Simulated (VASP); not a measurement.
# Be (I4/mmm) in VASP: notebook, part 2 of 2

VASP 6.6.1. The steps go on from the part before.

## 3. Single point, PBEsol (strain -0.030 along x and y, +0.030 along z)

Input file INCAR:

```
SYSTEM = Be
PREC = Accurate
ENCUT = 520
EDIFF = 1E-6
ISMEAR = 0
SIGMA = 0.15
LREAL = .False.
LASPH = .True.
NELM = 80
ALGO = Normal
ISIF = 2
LWAVE = .False.
LCHARG = .False.
GGA = PS
NBANDS = 7
```

Input file KPOINTS:

```
regular mesh
0
Gamma
  26 26 26
  0 0 0
```

Input file POSCAR:

```
Be
1.0
   -1.2155273228      1.2155273228      1.2907145798
    1.2155273228     -1.2155273228      1.2907145798
    1.2155273228      1.2155273228     -1.2907145798
Be
1
Direct
    0.0000000000      0.0000000000      0.0000000000
```

Potentials or basis: VASP PAW PBE potentials, release 64 (Be).

Command:

```sh
> cat potpaw_PBE.64/Be/POTCAR > POTCAR
> mpirun -np 1 vasp_std > vasp.out
```

OUTCAR:

```text
SYSTEM = Be
   PREC = Accurate
   ENCUT = 520
   EDIFF = 1E-6
   ISMEAR = 0
   LREAL = .False.
   LASPH = .True.
   NELM = 80
   ISIF = 2
   GGA = PS

 ion  position               nearest neighbor table
   1  0.000  0.000  0.000-

  LATTYP: Found a body centered tetragonal cell.
 ALAT       =     2.4310546456
 C/A-ratio  =     1.0618556700

  Lattice vectors:

 A1 = (  -1.2155273228,   1.2155273228,   1.2907145798)
 A2 = (   1.2155273228,  -1.2155273228,   1.2907145798)
 A3 = (   1.2155273228,   1.2155273228,  -1.2907145798)

Analysis of symmetry for initial positions (statically):
=====================================================================
 Subroutine PRICEL returns:
 Original cell was already a primitive cell.

 Routine SETGRP: Setting up the symmetry group for a
 body centered tetragonal supercell.

 Subroutine GETGRP returns: Found 16 space group operations
 (whereof 16 operations were pure point group operations)
 out of a pool of 16 trial point group operations.

The static configuration has the point symmetry D_4h.

Analysis of symmetry for dynamics (positions and initial velocities):
=====================================================================
 Subroutine PRICEL returns:
 Original cell was already a primitive cell.

 Routine SETGRP: Setting up the symmetry group for a
 body centered tetragonal supercell.

 Subroutine GETGRP returns: Found 16 space group operations
 (whereof 16 operations were pure point group operations)
 out of a pool of 16 trial point group operations.

The dynamic configuration has the point symmetry D_4h.

 Subroutine INISYM returns: Found 16 space group operations
 (whereof 16 operations are pure point group operations),
 and found     1 'primitive' translations

----------------------------------------------------------------------------------------

                                     Primitive cell

  volume of cell :       7.6282

  direct lattice vectors                    reciprocal lattice vectors
    -1.215527323  1.215527323  1.290714580     0.000000000  0.411344106  0.387382314
     1.215527323 -1.215527323  1.290714580     0.411344106  0.000000000  0.387382314
     1.215527323  1.215527323 -1.290714580     0.411344106  0.411344106  0.000000000

  length of vectors
     2.149641242  2.149641242  2.149641242     0.565038964  0.565038964  0.581728414

  position of ions in fractional coordinates (direct lattice)
     0.000000000  0.000000000  0.000000000

  ion indices of the primitive-cell ions
   primitive index   ion index
                 1           1

----------------------------------------------------------------------------------------

 KPOINTS: regular mesh

Automatic generation of k-mesh.
 Grid dimensions read from file:
 generate k-points for:   26   26   26

 Generating k-lattice:

  Cartesian coordinates                     Fractional coordinates (reciprocal lattice)
     0.000000000  0.015820927  0.014899320     0.038461538  0.000000000 -0.000000000
     0.015820927  0.000000000  0.014899320     0.000000000  0.038461538 -0.000000000
     0.015820927  0.015820927  0.000000000     0.000000000  0.000000000  0.038461538

  Length of vectors
     0.021732268  0.021732268  0.022374170

  Shift w.r.t. Gamma in fractional coordinates (k-lattice)
     0.000000000  0.000000000  0.000000000

 Subroutine IBZKPT returns following result:
 ===========================================

 Found   1330 irreducible k-points:

 Following reciprocal coordinates:
            Coordinates               Weight
  0.000000  0.000000  0.000000      1.000000
  0.038462  0.000000 -0.000000      8.000000
  0.076923  0.000000 -0.000000      8.000000
  0.115385  0.000000 -0.000000      8.000000
  0.153846  0.000000  0.000000      8.000000
  0.192308  0.000000 -0.000000      8.000000
[... 16 lines left out ...]
  0.346154  0.038462  0.000000     16.000000
  0.384615  0.038462 -0.000000     16.000000
 [... further k-points ...]
   k-points           NKPTS =   1330   k-points in BZ     NKDIM =   1330   number of bands    NBANDS=      7
   number of dos      NEDOS =    301   number of ions     NIONS =      1
   total plane-waves  NPLWV =   4096
   dimension x,y,z NGX =    16 NGY =   16 NGZ =   16
   dimension x,y,z NGXF=    32 NGYF=   32 NGZF=   32
   ions per type =               1
   NGX,Y,Z   is equivalent  to a cutoff of  12.37, 12.37, 12.37 a.u.
   NGXF,Y,Z  is equivalent  to a cutoff of  24.75, 24.75, 24.75 a.u.
 SYSTEM =  Be
   PREC   = accura    normal or accurate (medium, high low for compatibility)
   ISTART =      0    job   : 0-new  1-cont  2-samecut
   ICHARG =      2    charge: 1-file 2-atom 10-const
   ISPIN  =      1    spin polarized calculation?
   LNONCOLLINEAR =      F non collinear calculations
   LSORBIT =      F    spin-orbit coupling
   LASPH  =      T    aspherical Exc in radial PAW
   ENCUT  =  520.0 eV  38.22 Ry    6.18 a.u.   4.00  4.00  4.00*2*pi/ulx,y,z
   NELM   =     80;   NELMIN=  2; NELMDL= -5     # of ELM steps
   EDIFF  = 0.1E-05   stopping-criterion for ELM
   LREAL  =      F    real-space projection
   EDIFFG = 0.1E-04   stopping-criterion for IOM
   NSW    =      0    number of steps for IOM
   IBRION =     -1    ionic relax: 0-MD 1-quasi-New 2-CG
   NFREE  =      0    steps in history (QN), initial steepest desc. (CG)
   ISIF   =      2    stress and relaxation
   ISYM   =      2    0-nonsym 1-usesym 2-fastsym
   POTIM  = 0.5000    time-step for ionic-motion
   TEBEG  =    0.0;   TEEND  =   0.0 temperature during run
   PSTRESS=    0.0 pullay stress
   NELECT =       2.0000    total number of electrons
   NUPDOWN=      -1.0000    fix difference up-down
   EMIN   =  10.00;   EMAX   =-10.00  energy-range for DOS
   EFERMI =   0.00;   METHOD = LEGACY
   ISMEAR =     0;   SIGMA  =   0.15  broadening in eV -4-tet -1-fermi 0-gaus
   EFERMI_NEDOS =   21; number of points for ismear=-14 and -15
   IALGO  =     38    algorithm
   IMIX   =      4    mixing-type and parameters
     AMIX     =   0.40;   BMIX     =  1.00
     AMIX_MAG =   1.60;   BMIX_MAG =  1.00
  volume/ion in A,a.u.               =       7.63        51.48
  Fermi-wavevector in a.u.,A,eV,Ry     =   1.047800  1.980054 14.937622  1.097884
  Thomas-Fermi vector in A             =   2.182695
   LORBIT       =      0    0 simple, 1 ext, 2 COOP (PROOUT), +10 PAW based schemes
   GGA     = PS    functional components
   LHFCALC =     F    Hartree Fock is set to
   AEXX    =    0.0000 exact exchange contribution
   IVDW    =     0    specifies the selected vdW correction
   LEPSILON=     F    determine dielectric tensor
   LRPA    =     F    only Hartree local field effects (RPA)
 non-spin polarized calculation
 Gauss-broadening in eV      SIGMA  =   0.15
  energy-cutoff  :      520.00
  volume of cell :        7.63
 maximum number of plane-waves:       220
   NGX =  7   NGY =  7   NGZ =  7

 number of electron       2.0000000 magnetization

 Free energy of the ion-electron system (eV)
  ---------------------------------------------------
  ext. energy  EPLUGINS =         0.00000000
  ---------------------------------------------------
  free energy    TOTEN  =        -3.89626241 eV

  energy without entropy =       -3.89478144  energy(sigma->0) =       -3.89552193

 E-fermi :   8.1677     XC(G=0): -10.7313

 val. band max:        8.1459958625   @ k =  -0.3846   0.4615   0.3462
 cond. band min:       8.1802107914   @ k =  -0.2692  -0.3846   0.0385
 fundamental gap:      0.0342149289
 Fermi energy:         8.1677247334

 k-point     1 :       0.0000    0.0000    0.0000
  band No.  band energies     occupation
      1      -4.2288      2.00000
      2      27.7621      0.00000
      3      28.1245      0.00000
      4      28.1245      0.00000
      5      38.7116      0.00000
      6      38.7116      0.00000
      7      40.9126      0.00000
[... 221 lines left out ...]
 k-point    24 :       0.3846    0.0385   -0.0000
  band No.  band energies     occupation
      1       1.2294      2.00000
      2      10.7270      0.00000
      3      21.3947      0.00000
      4      24.4597      0.00000
      5      30.8606      0.00000
      6      35.3336      0.00000
      7      42.7118      0.00000

 [... further k-points ...]

------------------------ aborting loop because EDIFF is reached ----------------------------------------

  FORCE on cell =-STRESS in cart. coord.  units (eV):
  Direction    XX          YY          ZZ          XY          YZ          ZX
  --------------------------------------------------------------------------------------
  -------------------------------------------------------------------------------------
  Total        0.1539568      0.1539568      0.0506109      0.0000000      0.0000000      0.0000000
  in kB       32.3362566     32.3362566     10.6300483      0.0000000      0.0000000      0.0000000
  external PRESSURE =      25.1008538 kB  Pullay stress =       0.0000000 kB

 VOLUME and BASIS-vectors are now :
 -----------------------------------------------------------------------------
  energy-cutoff  :      520.00
  volume of cell :        7.63
      direct lattice vectors                 reciprocal lattice vectors
    -1.215527323  1.215527323  1.290714580     0.000000000  0.411344106  0.387382314
     1.215527323 -1.215527323  1.290714580     0.411344106  0.000000000  0.387382314
     1.215527323  1.215527323 -1.290714580     0.411344106  0.411344106  0.000000000

 POSITION                                       TOTAL-FORCE (eV/Angst)
 -----------------------------------------------------------------------------------
      0.00000      0.00000      0.00000         0.000000      0.000000     -0.000000
 -----------------------------------------------------------------------------------
    total drift:                                0.000000     -0.000000      0.000000

  FREE ENERGIE OF THE ION-ELECTRON SYSTEM (eV)
  ---------------------------------------------------
  free  energy   TOTEN  =        -3.8962624108 eV

  energy  without entropy=       -3.8947814437  energy(sigma->0) =       -3.89552193
```

stdout:

```text
POSCAR found type information on POSCAR Be
 POSCAR found :  1 types and       1 ions
 scaLAPACK will be used
 -----------------------------------------------------------------------------
|                                                                             |
|                                                                             |
|     You enforced a specific xc type in the INCAR file but a different       |
|     I HOPE YOU KNOW WHAT YOU ARE DOING!                                     |
|                                                                             |
 -----------------------------------------------------------------------------

 LDA part: xc-table for (Slater+PW92), standard interpolation
 POSCAR, INCAR and KPOINTS ok, starting setup
 FFT: planning ... GRIDC
 FFT: planning ... GRID_SOFT
 FFT: planning ... GRID
 WAVECAR not read
 entering main loop
```

It took 9 s on 1 thread of Intel Xeon 6975P-C (Granite Rapids), shared host; peak memory 0.17 GiB.

Results:

| Quantity | Value |
| --- | --- |
| Free energy | -3.8963 eV |
| Pressure | 2.5 GPa |
| Band gap on the k mesh | zero (bands 1 and 2 overlap by 3.93 eV) |

Caveat: the cell differs from its parent crystal (strain -0.030 along x and y, +0.030 along z); the PAW data sets were made with another functional, which shifts forces and pressure a little.

The gap in the log of VASP goes by the Fermi energy; the results here count the filled bands.